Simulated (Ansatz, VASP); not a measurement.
**One calculation of CoO, two programs**

```
Co O
1.0
     0.00000    2.14562    2.14562
     2.14562    0.00000    2.14562
     2.14562    2.14562    0.00000
Co O
1 1
Direct
  0.00000 0.00000 0.00000
  0.50000 0.50000 0.50000
```

Change from the starting cell: volume scaled by 1.02.

Alike in both runs: task single point; functional PBE; k mesh 15 × 15 × 15; occupations fermi-dirac, width 0.05 eV; collinear spin.

|  | VASP | Ansatz |
| --- | --- | --- |
| version | VASP 6.6.1 | Ansatz 0.2.0 |
| potentials or method | VASP PAW PBE potentials, release 64 (Co, O), cutoff 520 eV | all-electron LAPW, scalar-relativistic |

```tsv
	VASP	Ansatz	Ansatz less VASP
pressure (GPa)	-5.4	-5.0	+0.34
net moment per atom (μB)	1.47	1.48	+0.008
size of the moment on the site where the two differ most (μB)	2.59	2.62	+0.032
```

Site moments also hang on the region over which each program counts them. Ansatz ran all-electron here, and VASP with PAW potentials.
